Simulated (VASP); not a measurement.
# Os (I4/mmm) in VASP: a series of runs, part 2 of 2

VASP 6.6.1. Earlier steps stand in the parts before.

**5. Single point, PBEsol (strain -0.030 along x and y, +0.015 along z)**

Input file INCAR:

```
  PREC = Accurate
  ENCUT = 520
  EDIFF = 1E-6
  ISMEAR = 0
  SIGMA = 0.15
  LREAL = F
  LASPH = T
  NELM = 100
  ALGO = Normal
  ISIF = 2
  LWAVE = F
  LCHARG = F
  GGA = PS
  NBANDS = 10
```

Input file KPOINTS:

```
Automatic mesh
0
Gamma
  20 20 20
```

Input file POSCAR:

```
Os
1.0
    0.0000000000      1.8866500000      1.9741750000
    1.8866500000      0.0000000000      1.9741750000
    1.8866500000      1.8866500000      0.0000000000
Os
1
Direct
    0.0000000000      0.0000000000      0.0000000000
```

Potentials or basis: VASP PAW PBE potentials, release 64 (Os).

On the command line:

```bash
$ cat potpaw_PBE.64/Os/POTCAR > POTCAR
$ mpirun -np 1 vasp_std > vasp.out
```

OUTCAR:

```text
PREC = Accurate
   ENCUT = 520
   EDIFF = 1E-6
   ISMEAR = 0
   LREAL = F
   LASPH = T
   NELM = 100
   ISIF = 2
   GGA = PS

 ion  position               nearest neighbor table
   1  0.000  0.000  0.000-

  LATTYP: Found a body centered tetragonal cell.
 ALAT       =     2.6681260175
 C/A-ratio  =     1.4798214081

  Lattice vectors:

 A1 = (  -1.8866500000,   0.0000000000,   1.9741750000)
 A2 = (   1.8866500000,   0.0000000000,   1.9741750000)
 A3 = (   0.0000000000,   1.8866500000,  -1.9741750000)
[... 490 lines left out ...]
     10      32.4886      0.00000

 [... further k-points ...]

------------------------ aborting loop because EDIFF is reached ----------------------------------------

  FORCE on cell =-STRESS in cart. coord.  units (eV):
  Direction    XX          YY          ZZ          XY          YZ          ZX
  --------------------------------------------------------------------------------------
  -------------------------------------------------------------------------------------
  Total        0.2663112      0.2663112     -1.1645356      0.0000000      0.0000000     -0.0000000
  in kB       30.3599907     30.3599907   -132.7593191      0.0000000      0.0000000     -0.0000000
  external PRESSURE =     -24.0131126 kB  Pullay stress =       0.0000000 kB

 VOLUME and BASIS-vectors are now :
 -----------------------------------------------------------------------------
  energy-cutoff  :      520.00
  volume of cell :       14.05
      direct lattice vectors                 reciprocal lattice vectors
     0.000000000  1.886650000  1.974175000    -0.265020009  0.265020009  0.253270353
     1.886650000  0.000000000  1.974175000     0.265020009 -0.265020009  0.253270353
     1.886650000  1.886650000  0.000000000     0.265020009  0.265020009 -0.253270353

 POSITION                                       TOTAL-FORCE (eV/Angst)
 -----------------------------------------------------------------------------------
      0.00000      0.00000      0.00000         0.000000     -0.000000      0.000000
 -----------------------------------------------------------------------------------
    total drift:                                0.000000      0.000000     -0.000000

  FREE ENERGIE OF THE ION-ELECTRON SYSTEM (eV)
  ---------------------------------------------------
  free  energy   TOTEN  =       -12.0810117878 eV

  energy  without entropy=      -12.0711209209  energy(sigma->0) =      -12.07606635
```

Wall time 56 s (1 thread of Intel Xeon Platinum 8559C (Emerald Rapids), shared host); peak memory 0.21 GiB.

What came out:

```yaml
Free_energy: -12.0810 eV
Pressure: -2.4 GPa
Band_gap_on_the_k_mesh: zero (bands 4 and 5 overlap by 4.26 eV)
```

Stress tensor (GPa, compression positive):
```
  3.04   0.00   0.00
  0.00   3.04   0.00
  0.00   0.00 -13.28
```

Caveat: the cell differs from its parent crystal (strain -0.030 along x and y, +0.015 along z); the PAW data sets were made with another functional, which shifts forces and pressure a little; spin-orbit coupling is left out, which moves the levels of the heavy elements.

**6. Single point, PBEsol (strain -0.030 along x and y, +0.030 along z)**

Input file INCAR:

```
PREC     = Accurate       # precision mode
ENCUT    = 520            # plane-wave cutoff, eV
EDIFF    = 1E-6           # SCF threshold, eV
ISMEAR   = 0              # smearing method
SIGMA    = 0.15           # smearing width, eV
LREAL    = False          # projectors in reciprocal space
LASPH    = True           # aspherical terms in the spheres
NELM     = 100            # most SCF steps
ALGO     = Normal         # electronic algorithm
ISIF     = 2              # what is computed and relaxed
LWAVE    = False          # write WAVECAR
LCHARG   = False          # write CHGCAR
GGA      = PS             # functional
NBANDS   = 10             # bands
```

KPOINTS is that of step 5.

Input file POSCAR:

```
Os
1.0
    0.0000000000      1.8866500000      2.0033500000
    1.8866500000      0.0000000000      2.0033500000
    1.8866500000      1.8866500000      0.0000000000
Os
1
Direct
    0.0000000000      0.0000000000      0.0000000000
```

Potentials or basis: VASP PAW PBE potentials, release 64 (Os).

On the command line:

```bash
$ cat potpaw_PBE.64/Os/POTCAR > POTCAR
$ mpirun -np 1 vasp_std > vasp.out
```

OUTCAR:

```text
PREC = Accurate
   ENCUT = 520
   EDIFF = 1E-6
   ISMEAR = 0
   LREAL = False
   LASPH = True
   NELM = 100
   ISIF = 2
   GGA = PS

 ion  position               nearest neighbor table
   1  0.000  0.000  0.000-

  LATTYP: Found a body centered tetragonal cell.
 ALAT       =     2.6681260175
 C/A-ratio  =     1.5016906899

  Lattice vectors:

 A1 = (  -1.8866500000,   0.0000000000,   2.0033500000)
 A2 = (   1.8866500000,   0.0000000000,   2.0033500000)
 A3 = (   0.0000000000,   1.8866500000,  -2.0033500000)

Analysis of symmetry for initial positions (statically):
=====================================================================
 Subroutine PRICEL returns:
 Original cell was already a primitive cell.

 Routine SETGRP: Setting up the symmetry group for a
 body centered tetragonal supercell.

 Subroutine GETGRP returns: Found 16 space group operations
 (whereof 16 operations were pure point group operations)
 out of a pool of 16 trial point group operations.

The static configuration has the point symmetry D_4h.

Analysis of symmetry for dynamics (positions and initial velocities):
=====================================================================
 Subroutine PRICEL returns:
 Original cell was already a primitive cell.

 Routine SETGRP: Setting up the symmetry group for a
 body centered tetragonal supercell.

 Subroutine GETGRP returns: Found 16 space group operations
 (whereof 16 operations were pure point group operations)
 out of a pool of 16 trial point group operations.

The dynamic configuration has the point symmetry D_4h.

 Subroutine INISYM returns: Found 16 space group operations
 (whereof 16 operations are pure point group operations),
 and found     1 'primitive' translations

----------------------------------------------------------------------------------------

                                     Primitive cell

  volume of cell :      14.2616

  direct lattice vectors                    reciprocal lattice vectors
     0.000000000  1.886650000  2.003350000    -0.265020009  0.265020009  0.249581950
     1.886650000  0.000000000  2.003350000     0.265020009 -0.265020009  0.249581950
     1.886650000  1.886650000  0.000000000     0.265020009  0.265020009 -0.249581950

  length of vectors
     2.751882891  2.751882891  2.668126017     0.450291417  0.450291417  0.450291417

  position of ions in fractional coordinates (direct lattice)
     0.000000000  0.000000000  0.000000000

  ion indices of the primitive-cell ions
   primitive index   ion index
                 1           1

----------------------------------------------------------------------------------------

 KPOINTS: Automatic mesh

Automatic generation of k-mesh.
 Grid dimensions read from file:
 generate k-points for:   20   20   20

 Generating k-lattice:

  Cartesian coordinates                     Fractional coordinates (reciprocal lattice)
    -0.013251000  0.013251000  0.012479098     0.050000000  0.000000000  0.000000000
     0.013251000 -0.013251000  0.012479098     0.000000000  0.050000000  0.000000000
     0.013251000  0.013251000 -0.012479098    -0.000000000 -0.000000000  0.050000000

  Length of vectors
     0.022514571  0.022514571  0.022514571

  Shift w.r.t. Gamma in fractional coordinates (k-lattice)
     0.000000000  0.000000000  0.000000000

 Subroutine IBZKPT returns following result:
 ===========================================

 Found    641 irreducible k-points:

 Following reciprocal coordinates:
            Coordinates               Weight
  0.000000  0.000000  0.000000      1.000000
  0.050000  0.000000  0.000000      8.000000
  0.100000  0.000000  0.000000      8.000000
  0.150000  0.000000  0.000000      8.000000
  0.200000  0.000000  0.000000      8.000000
  0.250000  0.000000  0.000000      8.000000
[... 16 lines left out ...]
 -0.400000  0.050000  0.000000      8.000000
 -0.350000  0.050000  0.000000      8.000000
 [... further k-points ...]
   k-points           NKPTS =    641   k-points in BZ     NKDIM =    641   number of bands    NBANDS=     10
   number of dos      NEDOS =    301   number of ions     NIONS =      1
   total plane-waves  NPLWV =   8000
   dimension x,y,z NGX =    20 NGY =   20 NGZ =   20
   dimension x,y,z NGXF=    40 NGYF=   40 NGZF=   40
   ions per type =               1
   NGX,Y,Z   is equivalent  to a cutoff of  12.08, 12.08, 12.46 a.u.
   NGXF,Y,Z  is equivalent  to a cutoff of  24.16, 24.16, 24.92 a.u.
 SYSTEM =  unknown system
   PREC   = accura    normal or accurate (medium, high low for compatibility)
   ISTART =      0    job   : 0-new  1-cont  2-samecut
   ICHARG =      2    charge: 1-file 2-atom 10-const
   ISPIN  =      1    spin polarized calculation?
   LNONCOLLINEAR =      F non collinear calculations
   LSORBIT =      F    spin-orbit coupling
   LASPH  =      T    aspherical Exc in radial PAW
   ENCUT  =  520.0 eV  38.22 Ry    6.18 a.u.   5.12  5.12  4.96*2*pi/ulx,y,z
   NELM   =    100;   NELMIN=  2; NELMDL= -5     # of ELM steps
   EDIFF  = 0.1E-05   stopping-criterion for ELM
   LREAL  =      F    real-space projection
   EDIFFG = 0.1E-04   stopping-criterion for IOM
   NSW    =      0    number of steps for IOM
   IBRION =     -1    ionic relax: 0-MD 1-quasi-New 2-CG
   NFREE  =      0    steps in history (QN), initial steepest desc. (CG)
   ISIF   =      2    stress and relaxation
   ISYM   =      2    0-nonsym 1-usesym 2-fastsym
   POTIM  = 0.5000    time-step for ionic-motion
   TEBEG  =    0.0;   TEEND  =   0.0 temperature during run
   PSTRESS=    0.0 pullay stress
   NELECT =       8.0000    total number of electrons
   NUPDOWN=      -1.0000    fix difference up-down
   EMIN   =  10.00;   EMAX   =-10.00  energy-range for DOS
   EFERMI =   0.00;   METHOD = LEGACY
   ISMEAR =     0;   SIGMA  =   0.15  broadening in eV -4-tet -1-fermi 0-gaus
   EFERMI_NEDOS =   21; number of points for ismear=-14 and -15
   IALGO  =     38    algorithm
   IMIX   =      4    mixing-type and parameters
     AMIX     =   0.40;   BMIX     =  1.00
     AMIX_MAG =   1.60;   BMIX_MAG =  1.00
  volume/ion in A,a.u.               =      14.26        96.24
  Fermi-wavevector in a.u.,A,eV,Ry     =   1.350149  2.551411 24.802087  1.822902
  Thomas-Fermi vector in A             =   2.477677
   LORBIT       =      0    0 simple, 1 ext, 2 COOP (PROOUT), +10 PAW based schemes
   GGA     = PS    functional components
   LHFCALC =     F    Hartree Fock is set to
   AEXX    =    0.0000 exact exchange contribution
   IVDW    =     0    specifies the selected vdW correction
   LEPSILON=     F    determine dielectric tensor
   LRPA    =     F    only Hartree local field effects (RPA)
 non-spin polarized calculation
 Gauss-broadening in eV      SIGMA  =   0.15
  energy-cutoff  :      520.00
  volume of cell :       14.26
 maximum number of plane-waves:       400
   NGX = 11   NGY = 11   NGZ =  9

 number of electron       8.0000000 magnetization

 Free energy of the ion-electron system (eV)
  ---------------------------------------------------
  ext. energy  EPLUGINS =         0.00000000
  ---------------------------------------------------
  free energy    TOTEN  =       -12.05795656 eV

  energy without entropy =      -12.04813281  energy(sigma->0) =      -12.05304468

 E-fermi :   8.9297     XC(G=0): -14.0414

 val. band max:        8.9287846195   @ k =   0.3500   0.0500   0.2000
 cond. band min:       8.9414771918   @ k =  -0.1000   0.1000   0.0500
 fundamental gap:      0.0126925724
 Fermi energy:         8.9296693267

 k-point     1 :       0.0000    0.0000    0.0000
  band No.  band energies     occupation
      1      -1.8035      2.00000
      2       5.4103      2.00000
      3       6.2851      2.00000
      4       6.2851      2.00000
      5       8.3331      2.00000
      6       9.5018      0.00000
      7      23.2433      0.00000
      8      27.5984      0.00000
      9      29.5493      0.00000
     10      29.5493      0.00000
[... 287 lines left out ...]
 k-point    24 :      -0.3500    0.0500    0.0000
  band No.  band energies     occupation
      1       1.4035      2.00000
      2       5.5902      2.00000
      3       6.5523      2.00000
      4       6.5601      2.00000
      5      10.0094      0.00000
      6      11.0510      0.00000
      7      20.1011      0.00000
      8      24.1371      0.00000
      9      29.9426      0.00000
     10      32.1493      0.00000

 [... further k-points ...]

------------------------ aborting loop because EDIFF is reached ----------------------------------------

  FORCE on cell =-STRESS in cart. coord.  units (eV):
  Direction    XX          YY          ZZ          XY          YZ          ZX
  --------------------------------------------------------------------------------------
  -------------------------------------------------------------------------------------
  Total       -0.0753175     -0.0753175     -1.9939111      0.0000000      0.0000000      0.0000000
  in kB       -8.4613015     -8.4613015   -223.9994020      0.0000000      0.0000000      0.0000000
  external PRESSURE =     -80.3073350 kB  Pullay stress =       0.0000000 kB

 VOLUME and BASIS-vectors are now :
 -----------------------------------------------------------------------------
  energy-cutoff  :      520.00
  volume of cell :       14.26
      direct lattice vectors                 reciprocal lattice vectors
     0.000000000  1.886650000  2.003350000    -0.265020009  0.265020009  0.249581950
     1.886650000  0.000000000  2.003350000     0.265020009 -0.265020009  0.249581950
     1.886650000  1.886650000  0.000000000     0.265020009  0.265020009 -0.249581950

 POSITION                                       TOTAL-FORCE (eV/Angst)
 -----------------------------------------------------------------------------------
      0.00000      0.00000      0.00000         0.000000      0.000000      0.000000
 -----------------------------------------------------------------------------------
    total drift:                                0.000000      0.000000     -0.000000

  FREE ENERGIE OF THE ION-ELECTRON SYSTEM (eV)
  ---------------------------------------------------
  free  energy   TOTEN  =       -12.0579565552 eV

  energy  without entropy=      -12.0481328091  energy(sigma->0) =      -12.05304468
```

Run time: 50 s. Hardware: 1 thread of Intel Xeon Platinum 8559C (Emerald Rapids), shared host; peak memory 0.21 GiB.

What came out:

| Item | Value |
| --- | --- |
| Free energy | -12.0580 eV |
| Pressure | -8.0 GPa |
| Band gap on the k mesh | zero (bands 4 and 5 overlap by 4.30 eV) |

Stress tensor (GPa, compression positive):
```
 -0.85   0.00   0.00
  0.00  -0.85   0.00
  0.00   0.00 -22.40
```

Levels at points of the mesh, in eV from the Fermi level:
| k point | band 1 | band 2 | band 3 | band 4 | band 5 | band 6 | band 7 | band 8 |
| --- | --- | --- | --- | --- | --- | --- | --- | --- |
| (0.00, 0.00, 0.00) | -10.73 | -3.52 | -2.64 | -2.64 | -0.60 | 0.57 | 14.31 | 18.67 |
| (0.50, 0.00, 0.00) | -7.59 | -3.54 | -2.67 | -0.27 | 2.13 | 2.59 | 8.76 | 13.70 |
| (0.50, 0.50, 0.00) | -7.51 | -6.71 | 1.44 | 2.41 | 2.98 | 2.98 | 10.86 | 12.83 |
| (0.50, 0.00, 0.50) | -7.45 | -6.75 | 2.23 | 2.57 | 2.70 | 3.51 | 11.39 | 12.17 |

Caveat: the cell differs from its parent crystal (strain -0.030 along x and y, +0.030 along z); the cell stands under tension; the PAW data sets were made with another functional, which shifts forces and pressure a little; spin-orbit coupling is left out, which moves the levels of the heavy elements.

**7. Summary**

| cell | gap on the mesh (eV) | pressure (GPa) |
| --- | --- | --- |
| a = 2.689, b = 2.689, c = 2.668 Å, angles 60.3, 60.3, 59.5°, 1 atom | none | 10.9 |
| a = 2.710, b = 2.710, c = 2.668 Å, angles 60.5, 60.5, 59.0°, 1 atom | none | 3.9 |
| a = 2.689, b = 2.689, c = 2.709 Å, angles 59.7, 59.7, 60.5°, 1 atom | none | 3.6 |
| a = 2.731, b = 2.731, c = 2.668 Å, angles 60.8, 60.8, 58.5°, 1 atom | none | -2.4 |
| a = 2.752, b = 2.752, c = 2.668 Å, angles 61.0, 61.0, 58.0°, 1 atom | none | -8.0 |

Alike in all rows: task single point; level PBEsol; potentials or basis VASP PAW PBE potentials, release 64 (Os); no spin polarisation; k mesh 20 × 20 × 20; cutoff (eV) 520; smearing gaussian 0.15 eV.

Caveats: the PAW data sets were made with another functional, which shifts forces and pressure a little; spin-orbit coupling is left out, which moves the levels of the heavy elements; the cell stands under pressure (at least some runs); the cell stands under tension (at least some runs).

Absolute energies hang on the potentials; compare differences alone.
